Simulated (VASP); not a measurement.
# Rh (P6_3/mmc) in VASP: notebook

Rh is run at these levels: PBEsol; tasks: relaxation of cell and atoms, single point.

All numbers are computed with VASP 6.6.1; they aren't measurements. Logs are shortened: lines on timing, memory, paths and dates and some standing lists are left out, and cuts for length are marked.

## Step 1: The cell of the first run

Symmetry: P6_3/mmc, No. 194, hexagonal system. The conventional cell has a = 2.689 Å, b = 2.689 Å, c = 4.391 Å, α = 90.00°, β = 90.00°, γ = 120.00°. Within 3.5 Å of Rh (site symmetry -6m2) lie 12 Rh at 2.69 Å.

This isn't the form of Rh at room conditions, which is fcc.

## Step 2: Relaxation of cell and atoms, PBEsol

INCAR

```
PREC     = Accurate       # precision mode
ENCUT    = 600            # plane-wave cutoff, eV
EDIFF    = 1E-6           # SCF threshold, eV
ISMEAR   = -1             # smearing method
SIGMA    = 0.1            # smearing width, eV
LREAL    = False          # projectors in reciprocal space
LASPH    = True           # aspherical terms in the spheres
NELM     = 100            # most SCF steps
ALGO     = Normal         # electronic algorithm
ISIF     = 3              # what is computed and relaxed
LWAVE    = False          # write WAVECAR
LCHARG   = False          # write CHGCAR
GGA      = PS             # functional
IBRION   = 2              # ionic algorithm
NSW      = 80             # ionic steps
EDIFFG   = -0.01          # ionic threshold
```

KPOINTS

```
Automatic mesh
0
Gamma
  13 13 7
```

POSCAR

```
Rh
1.0
    2.6891940459      0.0000000000      0.0000000000
   -1.3445970229      2.3289103594      0.0000000000
    0.0000000000      0.0000000000      4.3914538769
Rh
2
Direct
    0.3333333333      0.6666666667      0.2500000000
    0.6666666667      0.3333333333      0.7500000000
```

Potentials or basis: VASP PAW PBE potentials, release 64 (Rh_pv).

The run is started by

```
$ cat potpaw_PBE.64/Rh_pv/POTCAR > POTCAR
$ mpirun -np 1 vasp_std > vasp.out
```

OUTCAR:

```text
PREC = Accurate
   ENCUT = 600
   EDIFF = 1E-6
   ISMEAR = -1
   LREAL = False
   LASPH = True
   NELM = 100
   ISIF = 3
   GGA = PS
   IBRION = 2
   NSW = 80
   EDIFFG = -0.01

 ion  position               nearest neighbor table
   1  0.333  0.667  0.250-   2 2.69   2 2.69   2 2.69   2 2.69   2 2.69   2 2.69
   2  0.667  0.333  0.750-   1 2.69   1 2.69   1 2.69   1 2.69   1 2.69   1 2.69

  LATTYP: Found a hexagonal cell.
 ALAT       =     2.6891940459
 C/A-ratio  =     1.6330000000

  Lattice vectors:

 A1 = (   2.6891940459,   0.0000000000,   0.0000000000)
 A2 = (  -1.3445970229,   2.3289103594,   0.0000000000)
 A3 = (   0.0000000000,   0.0000000000,   4.3914538769)

Analysis of symmetry for initial positions (statically):
=====================================================================
 Subroutine PRICEL returns:
 Original cell was already a primitive cell.

 Routine SETGRP: Setting up the symmetry group for a
 hexagonal supercell.

 Subroutine GETGRP returns: Found 24 space group operations
 (whereof 12 operations were pure point group operations)
 out of a pool of 24 trial point group operations.

The static configuration has the point symmetry D_3d.
 The point group associated with its full space group is D_6h.

Analysis of symmetry for dynamics (positions and initial velocities):
=====================================================================
 Subroutine PRICEL returns:
 Original cell was already a primitive cell.

 Routine SETGRP: Setting up the symmetry group for a
 hexagonal supercell.

 Subroutine GETGRP returns: Found 24 space group operations
 (whereof 12 operations were pure point group operations)
 out of a pool of 24 trial point group operations.

The dynamic configuration has the point symmetry D_3d.
 The point group associated with its full space group is D_6h.

 Subroutine INISYM returns: Found 24 space group operations
 (whereof 12 operations are pure point group operations),
 and found     1 'primitive' translations

----------------------------------------------------------------------------------------

                                     Primitive cell

  volume of cell :      27.5032

  direct lattice vectors                    reciprocal lattice vectors
     2.689194046  0.000000000  0.000000000     0.371858625  0.214692677  0.000000000
    -1.344597023  2.328910359  0.000000000     0.000000000  0.429385354  0.000000000
     0.000000000  0.000000000  4.391453877     0.000000000  0.000000000  0.227715018

  length of vectors
[... 93 lines left out ...]
   NELECT =      30.0000    total number of electrons
   NUPDOWN=      -1.0000    fix difference up-down
   EMIN   =  10.00;   EMAX   =-10.00  energy-range for DOS
   EFERMI =   0.00;   METHOD = LEGACY
   ISMEAR =    -1;   SIGMA  =   0.10  broadening in eV -4-tet -1-fermi 0-gaus
   EFERMI_NEDOS =   21; number of points for ismear=-14 and -15
   IALGO  =     38    algorithm
   IMIX   =      4    mixing-type and parameters
     AMIX     =   0.40;   BMIX     =  1.00
     AMIX_MAG =   1.60;   BMIX_MAG =  1.00
  volume/ion in A,a.u.               =      13.75        92.80
  Fermi-wavevector in a.u.,A,eV,Ry     =   1.685211  3.184586 38.639656  2.839935
  Thomas-Fermi vector in A             =   2.768095
   LORBIT       =      0    0 simple, 1 ext, 2 COOP (PROOUT), +10 PAW based schemes
   GGA     = PS    functional components
   LHFCALC =     F    Hartree Fock is set to
   AEXX    =    0.0000 exact exchange contribution
   IVDW    =     0    specifies the selected vdW correction
   LEPSILON=     F    determine dielectric tensor
   LRPA    =     F    only Hartree local field effects (RPA)
 conjugate gradient relaxation of ions
 non-spin polarized calculation
  energy-cutoff  :      600.00
  volume of cell :       27.50
 maximum number of plane-waves:       941
 NGX is ok and might be reduce to    24
   NGX = 11   NGY = 11   NGZ = 17

--------------------------------------- Ionic step        1  -------------------------------------------

 number of electron      30.0000003 magnetization

 Free energy of the ion-electron system (eV)
  ---------------------------------------------------
  ext. energy  EPLUGINS =         0.00000000
  ---------------------------------------------------
  free energy    TOTEN  =       -16.24146865 eV

  energy without entropy =      -16.13023903  energy(sigma->0) =      -16.18585384

------------------------ aborting loop because EDIFF is reached ----------------------------------------

  FORCE on cell =-STRESS in cart. coord.  units (eV):
  Direction    XX          YY          ZZ          XY          YZ          ZX
  --------------------------------------------------------------------------------------
  -------------------------------------------------------------------------------------
  Total       -0.4676587     -0.4676587     -1.0497409     -0.0000000      0.0000000      0.0000000
  in kB      -27.2430882    -27.2430882    -61.1518311     -0.0000000      0.0000000      0.0000000
  external PRESSURE =     -38.5460025 kB  Pullay stress =       0.0000000 kB
[... 275 lines left out ...]
--------------------------------------- Ionic step        9  -------------------------------------------

 number of electron      30.0000002 magnetization

 Free energy of the ion-electron system (eV)
  ---------------------------------------------------
  ext. energy  EPLUGINS =         0.00000000
  ---------------------------------------------------
  free energy    TOTEN  =       -16.24834693 eV

  energy without entropy =      -16.13884078  energy(sigma->0) =      -16.19359386

 E-fermi :  12.1118     XC(G=0): -14.3018

 val. band max:       12.1082431344   @ k =   0.2308   0.2308   0.1429
 cond. band min:      12.1145860300   @ k =   0.3846   0.0769   0.1429
 fundamental gap:      0.0063428956
 Fermi energy:        12.1118374902

 k-point     1 :       0.0000    0.0000    0.0000
  band No.  band energies     occupation
      1     -35.1347      2.00000
      2     -34.4384      2.00000
      3     -34.4384      2.00000
      4     -34.3406      2.00000
      5     -34.3246      2.00000
      6     -34.3246      2.00000
[... 505 lines left out ...]
      6     -34.3510      2.00000
[... 11 lines left out ...]
     18      15.1563      0.00000
     19      21.9414      0.00000

 [... further k-points ...]

------------------------ aborting loop because EDIFF is reached ----------------------------------------

  FORCE on cell =-STRESS in cart. coord.  units (eV):
  Direction    XX          YY          ZZ          XY          YZ          ZX
  --------------------------------------------------------------------------------------
  -------------------------------------------------------------------------------------
  Total        0.0143580      0.0143580     -0.0024127      0.0000000     -0.0000000      0.0000000
  in kB        0.8478525      0.8478525     -0.1424713      0.0000000     -0.0000000      0.0000000
  external PRESSURE =       0.5177446 kB  Pullay stress =       0.0000000 kB
[... 17 lines left out ...]
  FREE ENERGIE OF THE ION-ELECTRON SYSTEM (eV)
  ---------------------------------------------------
  free  energy   TOTEN  =       -16.2483469337 eV

  energy  without entropy=      -16.1388407809  energy(sigma->0) =      -16.19359386

 reached required accuracy - stopping structural energy minimisation
```

OSZICAR:

```text
N       E                     dE             d eps       ncg     rms          rms(c)
DAV:   1     0.345768162065E+03    0.34577E+03   -0.21248E+04  3200   0.203E+03
DAV:   2    -0.896600184930E+01   -0.35473E+03   -0.34590E+03  3313   0.555E+02
DAV:   3    -0.174019045979E+02   -0.84359E+01   -0.81724E+01  3463   0.927E+01
DAV:   4    -0.174741423705E+02   -0.72238E-01   -0.72069E-01  3456   0.829E+00
[... 60 lines left out ...]
DAV:   1    -0.162486770521E+02   -0.34208E-03   -0.59176E-03  3315   0.958E-01    0.133E-01
DAV:   2    -0.162483465076E+02    0.33054E-03   -0.10422E-03  3315   0.357E-01    0.229E-02
DAV:   3    -0.162483441459E+02    0.23617E-05   -0.17851E-05  3408   0.391E-02    0.125E-02
DAV:   4    -0.162483468027E+02   -0.26568E-05   -0.30680E-06  3058   0.180E-02    0.183E-03
DAV:   5    -0.162483469337E+02   -0.13102E-06   -0.22425E-07  1641   0.549E-03
   9 F= -.16248347E+02 E0= -.16193594E+02  d E =-.330825E-05
```

Run time: 71 s. Hardware: 1 thread of Intel Xeon 6975P-C (Granite Rapids), shared host; peak memory 0.19 GiB.

Results:

```yaml
Free_energy: -16.2483 eV
Relaxed_volume: 13.57 Å³/atom
Relaxed_cell: a = 2.688 Å, b = 2.688 Å, c = 4.337 Å, α = 90.00°, β = 90.00°, γ = 120.00°
Space_group_after_relaxing_to_0.1_Å: P6_3/mmc (No. 194)
Energy_gained_by_relaxing: 3.4 meV/atom
Ionic_steps: 9
Pressure_after_relaxing: 0.1 GPa
Band_gap_on_the_k_mesh: zero (bands 15 and 16 overlap by 2.42 eV)
```

Step by step:
```tsv
step	energy change (eV)	largest force (eV/Å)	pressure (GPa)	volume (Å³)
1	0.0000	0.0000	-3.85	27.50
2	0.0244	0.0000	11.16	26.21
3	-0.0059	0.0000	0.36	27.10
4	-0.0059	0.0000	0.49	27.09
5	-0.0069	0.0000	0.04	27.13
6	-0.0069	0.0000	0.07	27.12
7	-0.0069	0.0000	0.11	27.12
8	-0.0069	0.0000	-0.21	27.15
9	-0.0069	0.0000	0.05	27.13
```

Final structure:
```xyz
2
Lattice="2.6876 0.0000 0.0000 -1.3438 2.3276 0.0000 0.0000 0.0000 4.3373" Properties=species:S:1:pos:R:3 pbc="T T T"
Rh    0.0000    1.5517    1.0843
Rh    1.3438    0.7759    3.2529
```

Caveat: the PAW data sets were made with another functional, which shifts forces and pressure a little.

## Step 3: Single point, PBEsol

This run uses another cell than the first one, of 13.58 Å³/atom.

INCAR

```
PREC = Accurate
ENCUT = 520
EDIFF = 1E-6
ISMEAR = -1
SIGMA = 0.1
LREAL = F
LASPH = T
NELM = 80
ALGO = Normal
ISIF = 2
LWAVE = F
LCHARG = T
GGA = PS
LELF = T
LVHAR = T
NBANDS = 22
```

KPOINTS

```
Automatic mesh
0
Gamma
  22 22 12
```

POSCAR

```
Rh
1.0
    2.6886965440      0.0000000000      0.0000000000
   -1.3443482720      2.3284795102      0.0000000000
    0.0000000000      0.0000000000      4.3369349237
Rh
2
Direct
    0.3333333333      0.6666666667      0.2500000000
    0.6666666667      0.3333333333      0.7500000000
```

Potentials or basis: VASP PAW PBE potentials, release 64 (Rh_pv).

The run is started by

```
$ cat potpaw_PBE.64/Rh_pv/POTCAR > POTCAR
$ mpirun -np 1 vasp_std > vasp.out
```

Wall time 51 s (1 thread of Intel Xeon 6975P-C (Granite Rapids), shared host); peak memory 0.27 GiB.

The run converged. Its results:

```yaml
Free_energy: -16.2477 eV
Pressure: -0.1 GPa
Band_gap_on_the_k_mesh: zero (bands 15 and 16 overlap by 2.45 eV)
```

Stress tensor (GPa, compression positive):
```
-0.16  0.00  0.00
 0.00 -0.16  0.00
 0.00  0.00 -0.08
```

Levels at points of the mesh, in eV from the Fermi level:
| k point | band 11 | band 12 | band 13 | band 14 | band 15 | band 16 | band 17 | band 18 | band 19 | band 20 |
| --- | --- | --- | --- | --- | --- | --- | --- | --- | --- | --- |
| (0.00, 0.00, 0.00) | -3.11 | -2.57 | -2.57 | -1.97 | -1.97 | 0.15 | 0.15 | 0.66 | 8.75 | 15.80 |
| (0.50, 0.00, 0.00) | -2.77 | -2.29 | -2.26 | 0.43 | 0.67 | 0.75 | 3.04 | 5.16 | 10.37 | 10.88 |
| (0.00, 0.00, 0.50) | -3.23 | -3.23 | -3.23 | -3.23 | -0.44 | -0.44 | -0.44 | -0.44 | 14.86 | 14.86 |
| (0.50, 0.00, 0.50) | -1.72 | -1.72 | -0.34 | -0.34 | 0.63 | 0.63 | 2.64 | 2.64 | 9.41 | 9.41 |

Caveat: the PAW data sets were made with another functional, which shifts forces and pressure a little.
